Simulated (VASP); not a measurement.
# AlCo (WC type) (P-6m2) in VASP: notebook

The runs below take AlCo (WC type) through single point, relaxation of cell and atoms, with PBE.

Program: VASP 6.6.1. These are calculated values, not measurements. Logs are shortened: lines on timing, memory, paths and dates and some standing lists are left out, and cuts for length are marked.

**1. The cell of the first run**

Symmetry: P-6m2, No. 187, hexagonal system. Conventional cell: a = 2.354 Å, b = 2.354 Å, c = 3.413 Å, α = 90.00°, β = 90.00°, γ = 120.00°. Within 2.9 Å of Co (site symmetry -6m2) lie 6 Al at 2.18 Å and 6 Co at 2.35 Å. Within 2.9 Å of Al (site symmetry -6m2) lie 6 Co at 2.18 Å and 6 Al at 2.35 Å.

**2. Single point, PBE**

INCAR

```
ALGO = Normal
EDIFF = 1E-6
ENCUT = 520
GGA = PE
ISIF = 2
ISMEAR = -1
LASPH = True
LCHARG = False
LREAL = False
LWAVE = False
NBANDS = 13
NELM = 100
PREC = Accurate
SIGMA = 0.05
```

KPOINTS

```
k-points
0
Gamma
  16 16 14
```

POSCAR

```
AlCo
1.0
    2.3540451949      0.0000000000      0.0000000000
   -1.1770225974      2.0386629404      0.0000000000
    0.0000000000      0.0000000000      3.4126400756
Co Al
1 1
Direct
    0.0000000000      0.0000000000      0.0000000000
    0.3333333333      0.6666666667      0.5000000000
```

Potentials or basis: VASP PAW PBE potentials, release 64 (Co, Al).

Launch:

```
> cat potpaw_PBE.64/Co/POTCAR potpaw_PBE.64/Al/POTCAR > POTCAR
> mpirun -np 1 vasp_std > vasp.out
```

OUTCAR:

```text
EDIFF = 1E-6
   ENCUT = 520
   GGA = PE
   ISIF = 2
   ISMEAR = -1
   LASPH = True
   LREAL = False
   NELM = 100
   PREC = Accurate

 ion  position               nearest neighbor table
   1  0.000  0.000  0.000-   2 2.18   2 2.18   2 2.18   2 2.18   2 2.18   2 2.18   2 3.21   2 3.21
                             2 3.21   2 3.21   2 3.21   2 3.21
   2  0.333  0.667  0.500-   1 2.18   1 2.18   1 2.18   1 2.18   1 2.18   1 2.18   1 3.21   1 3.21
                             1 3.21   1 3.21   1 3.21   1 3.21

  LATTYP: Found a hexagonal cell.
 ALAT       =     2.3540451949
 C/A-ratio  =     1.4496918254

  Lattice vectors:

 A1 = (   2.3540451949,   0.0000000000,   0.0000000000)
 A2 = (  -1.1770225974,   2.0386629404,   0.0000000000)
 A3 = (   0.0000000000,   0.0000000000,   3.4126400756)

Analysis of symmetry for initial positions (statically):
=====================================================================
 Subroutine PRICEL returns:
 Original cell was already a primitive cell.

 Routine SETGRP: Setting up the symmetry group for a
 hexagonal supercell.

 Subroutine GETGRP returns: Found 12 space group operations
 (whereof 12 operations were pure point group operations)
 out of a pool of 24 trial point group operations.

The static configuration has the point symmetry D_3h.

Analysis of symmetry for dynamics (positions and initial velocities):
=====================================================================
 Subroutine PRICEL returns:
 Original cell was already a primitive cell.

 Routine SETGRP: Setting up the symmetry group for a
 hexagonal supercell.

 Subroutine GETGRP returns: Found 12 space group operations
 (whereof 12 operations were pure point group operations)
 out of a pool of 24 trial point group operations.

The dynamic configuration has the point symmetry D_3h.

 Subroutine INISYM returns: Found 12 space group operations
 (whereof 12 operations are pure point group operations),
 and found     1 'primitive' translations

----------------------------------------------------------------------------------------

                                     Primitive cell

  volume of cell :      16.3776

  direct lattice vectors                    reciprocal lattice vectors
     2.354045195  0.000000000  0.000000000     0.424800680  0.245258787  0.000000000
    -1.177022597  2.038662940  0.000000000     0.000000000  0.490517574  0.000000000
     0.000000000  0.000000000  3.412640076     0.000000000  0.000000000  0.293028265

  length of vectors
     2.354045195  2.354045195  3.412640076     0.490517574  0.490517574  0.293028265

  position of ions in fractional coordinates (direct lattice)
     0.000000000  0.000000000  0.000000000
     0.333333333  0.666666667  0.500000000

  ion indices of the primitive-cell ions
   primitive index   ion index
                 1           1
                 2           2

----------------------------------------------------------------------------------------

 KPOINTS: k-points

Automatic generation of k-mesh.
 Grid dimensions read from file:
 generate k-points for:   16   16   14

 Generating k-lattice:

  Cartesian coordinates                     Fractional coordinates (reciprocal lattice)
     0.026550043  0.015328674  0.000000000     0.062500000  0.000000000  0.000000000
     0.000000000  0.030657348  0.000000000     0.000000000  0.062500000  0.000000000
     0.000000000  0.000000000  0.020930590     0.000000000  0.000000000  0.071428571

  Length of vectors
     0.030657348  0.030657348  0.020930590

  Shift w.r.t. Gamma in fractional coordinates (k-lattice)
     0.000000000  0.000000000  0.000000000

 Subroutine IBZKPT returns following result:
 ===========================================

 Found    240 irreducible k-points:

 Following reciprocal coordinates:
            Coordinates               Weight
  0.000000  0.000000  0.000000      1.000000
  0.062500 -0.000000  0.000000      6.000000
  0.125000 -0.000000  0.000000      6.000000
  0.187500 -0.000000  0.000000      6.000000
  0.250000 -0.000000  0.000000      6.000000
  0.312500  0.000000  0.000000      6.000000
[... 16 lines left out ...]
  0.187500  0.187500  0.000000      6.000000
  0.250000  0.187500  0.000000     12.000000
 [... further k-points ...]
   k-points           NKPTS =    240   k-points in BZ     NKDIM =    240   number of bands    NBANDS=     13
   number of dos      NEDOS =    301   number of ions     NIONS =      2
   total plane-waves  NPLWV =   9072
   dimension x,y,z NGX =    18 NGY =   18 NGZ =   28
   dimension x,y,z NGXF=    36 NGYF=   36 NGZF=   56
   ions per type =               1   1
   NGX,Y,Z   is equivalent  to a cutoff of  12.71, 12.71, 13.64 a.u.
   NGXF,Y,Z  is equivalent  to a cutoff of  25.42, 25.42, 27.28 a.u.
 SYSTEM =  unknown system
   PREC   = accura    normal or accurate (medium, high low for compatibility)
   ISTART =      0    job   : 0-new  1-cont  2-samecut
   ICHARG =      2    charge: 1-file 2-atom 10-const
   ISPIN  =      1    spin polarized calculation?
   LNONCOLLINEAR =      F non collinear calculations
   LSORBIT =      F    spin-orbit coupling
   LASPH  =      T    aspherical Exc in radial PAW
   ENCUT  =  520.0 eV  38.22 Ry    6.18 a.u.   4.38  4.38  6.35*2*pi/ulx,y,z
   NELM   =    100;   NELMIN=  2; NELMDL= -5     # of ELM steps
   EDIFF  = 0.1E-05   stopping-criterion for ELM
   LREAL  =      F    real-space projection
   EDIFFG = 0.1E-04   stopping-criterion for IOM
   NSW    =      0    number of steps for IOM
   IBRION =     -1    ionic relax: 0-MD 1-quasi-New 2-CG
   NFREE  =      0    steps in history (QN), initial steepest desc. (CG)
   ISIF   =      2    stress and relaxation
   ISYM   =      2    0-nonsym 1-usesym 2-fastsym
   POTIM  = 0.5000    time-step for ionic-motion
   TEBEG  =    0.0;   TEEND  =   0.0 temperature during run
   PSTRESS=    0.0 pullay stress
   NELECT =      12.0000    total number of electrons
   NUPDOWN=      -1.0000    fix difference up-down
   EMIN   =  10.00;   EMAX   =-10.00  energy-range for DOS
   EFERMI =   0.00;   METHOD = LEGACY
   ISMEAR =    -1;   SIGMA  =   0.05  broadening in eV -4-tet -1-fermi 0-gaus
   EFERMI_NEDOS =   21; number of points for ismear=-14 and -15
   IALGO  =     38    algorithm
   IMIX   =      4    mixing-type and parameters
     AMIX     =   0.40;   BMIX     =  1.00
     AMIX_MAG =   1.60;   BMIX_MAG =  1.00
  volume/ion in A,a.u.               =       8.19        55.26
  Fermi-wavevector in a.u.,A,eV,Ry     =   1.475882  2.789013 29.636592  2.178228
  Thomas-Fermi vector in A             =   2.590477
   LORBIT       =      0    0 simple, 1 ext, 2 COOP (PROOUT), +10 PAW based schemes
   GGA     = PE    functional components
   LHFCALC =     F    Hartree Fock is set to
   AEXX    =    0.0000 exact exchange contribution
   IVDW    =     0    specifies the selected vdW correction
   LEPSILON=     F    determine dielectric tensor
   LRPA    =     F    only Hartree local field effects (RPA)
 non-spin polarized calculation
  energy-cutoff  :      520.00
  volume of cell :       16.38
 maximum number of plane-waves:       468
 NGX is ok and might be reduce to    18
   NGX =  9   NGY =  9   NGZ = 13

 number of electron      12.0000006 magnetization

 Free energy of the ion-electron system (eV)
  ---------------------------------------------------
  ext. energy  EPLUGINS =         0.00000000
  ---------------------------------------------------
  free energy    TOTEN  =        -8.79580433 eV

  energy without entropy =       -8.78627982  energy(sigma->0) =       -8.79104207

 E-fermi :  15.9784     XC(G=0): -14.0685

 val. band max:       15.9738652199   @ k =   0.2500   0.1875   0.0000
 cond. band min:      15.9814087719   @ k =   0.0625   0.0625   0.0714
 fundamental gap:      0.0075435520
 Fermi energy:        15.9784134399

 k-point     1 :       0.0000    0.0000    0.0000
  band No.  band energies     occupation
      1       2.2272      2.00000
      2      10.4502      2.00000
      3      13.5914      2.00000
      4      13.5914      2.00000
      5      13.9449      2.00000
      6      15.0807      2.00000
      7      15.0807      2.00000
      8      20.9206      0.00000
      9      32.3193      0.00000
     10      32.3193      0.00000
     11      36.2754      0.00000
     12      38.0865      0.00000
     13      38.0865      0.00000

 k-point     2 :       0.0625   -0.0000    0.0000
  band No.  band energies     occupation
      1       2.3701      2.00000
      2      10.5509      2.00000
      3      13.5040      2.00000
      4      13.5685      2.00000
      5      13.6775      2.00000
      6      15.0533      2.00000
      7      15.5423      1.99967
      8      20.9557      0.00000
      9      30.8861      0.00000
     10      31.9931      0.00000
     11      35.8844      0.00000
     12      38.5673      0.00000
     13      39.0433      0.00000

 k-point     3 :       0.1250   -0.0000    0.0000
  band No.  band energies     occupation
      1       2.7941      2.00000
      2      10.8297      2.00000
      3      12.9788      2.00000
      4      13.2701      2.00000
      5      13.9280      2.00000
      6      14.9758      2.00000
      7      16.3862      0.00057
      8      21.0552      0.00000
      9      28.3217      0.00000
     10      31.2362      0.00000
     11      34.9138      0.00000
     12      37.8075      0.00000
     13      39.7704      0.00000
[... 305 lines left out ...]
 k-point    23 :       0.1875    0.1875    0.0000
  band No.  band energies     occupation
      1       5.8138      2.00000
      2      11.7282      2.00000
      3      11.8672      2.00000
      4      12.2903      2.00000
      5      14.2045      2.00000
      6      15.5820      1.99928
      7      19.9313      0.00000
      8      21.0758      0.00000
      9      21.9920      0.00000
     10      26.1963      0.00000
     11      32.1418      0.00000
     12      34.0754      0.00000
     13      35.9051      0.00000

 k-point    24 :       0.2500    0.1875    0.0000
  band No.  band energies     occupation
      1       6.9866      2.00000
      2      11.6212      2.00000
      3      11.6574      2.00000
      4      12.3424      2.00000
      5      13.8927      2.00000
      6      15.9739      1.04545
      7      19.9789      0.00000
      8      21.0795      0.00000
      9      21.6251      0.00000
     10      25.8982      0.00000
     11      30.7128      0.00000
     12      32.7690      0.00000
     13      34.4474      0.00000

 [... further k-points ...]

------------------------ aborting loop because EDIFF is reached ----------------------------------------

  FORCE on cell =-STRESS in cart. coord.  units (eV):
  Direction    XX          YY          ZZ          XY          YZ          ZX
  --------------------------------------------------------------------------------------
  -------------------------------------------------------------------------------------
  Total       15.3610583     15.3610583     15.3382633      0.0000000      0.0000000      0.0000000
  in kB     1502.7301784   1502.7301783   1500.5002028      0.0000000      0.0000000      0.0000000
  external PRESSURE =    1501.9868532 kB  Pullay stress =       0.0000000 kB

 VOLUME and BASIS-vectors are now :
 -----------------------------------------------------------------------------
  energy-cutoff  :      520.00
  volume of cell :       16.38
      direct lattice vectors                 reciprocal lattice vectors
     2.354045195  0.000000000  0.000000000     0.424800680  0.245258787  0.000000000
    -1.177022597  2.038662940  0.000000000     0.000000000  0.490517574  0.000000000
     0.000000000  0.000000000  3.412640076     0.000000000  0.000000000  0.293028265

 POSITION                                       TOTAL-FORCE (eV/Angst)
 -----------------------------------------------------------------------------------
      0.00000      0.00000      0.00000         0.000000      0.000000      0.000000
     -0.00000      1.35911      1.70632        -0.000000     -0.000000      0.000000
 -----------------------------------------------------------------------------------
    total drift:                                0.000000     -0.000000      0.000000

  FREE ENERGIE OF THE ION-ELECTRON SYSTEM (eV)
  ---------------------------------------------------
  free  energy   TOTEN  =        -8.7958043273 eV

  energy  without entropy=       -8.7862798155  energy(sigma->0) =       -8.79104207
```

Run time: 42 s. Hardware: 1 thread of Intel Xeon Platinum 8488C (Sapphire Rapids), shared host; peak memory 0.17 GiB.

Results:

- Free energy: -8.7958 eV
- Pressure: 150.2 GPa
- Band gap on the k mesh: zero (band 6 reaches 16.94 eV, above the bottom of band 7 at 14.62 eV)

Stress tensor (GPa, compression positive):
```
150.27   0.00   0.00
  0.00 150.27   0.00
  0.00   0.00 150.05
```

Spin polarisation is off, so any magnetic state and its effect on volume and gap are missing.

(Continued in part 2 of 2.)
